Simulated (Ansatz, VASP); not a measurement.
TlGeH3: VASP beside Ansatz

```
Tl Ge H
1.0
     4.16000    0.00000    0.00000
     0.00000    4.16000    0.00000
     0.00000    0.00000    4.16000
Tl Ge H
1 1 3
Direct
  0.00000 0.00000 0.00000
  0.50000 0.50000 0.50000
  0.50000 0.50000 0.00000
  0.50000 0.00000 0.50000
  0.00000 0.50000 0.50000
```

Alike in both runs: task single point; functional PBE; k mesh 4 × 4 × 4; occupations gaussian, width 0.05 eV; no spin polarisation.

```csv
,VASP,Ansatz
version,VASP 6.6.1,Ansatz 0.2.0
potentials or method,"VASP PAW PBE potentials, release 64 (Tl_d, Ge_d, H), cutoff 500 eV","scalar-relativistic, plane waves, PAW"
valence electrons in the cell,30,30
```

```tsv
	VASP	Ansatz	Ansatz less VASP
gap on the k mesh at the Fermi level (eV)	none	none	-
pressure (GPa)	-2.5	-2.4	+0.13
```

A gap of «none» marks a metal or a gap that the smearing closes. The functional is the same, so the differences come from potentials, cutoffs and numerics.

The k mesh is coarse, so the values compare programs but aren't converged. Spin-orbit coupling is off throughout.
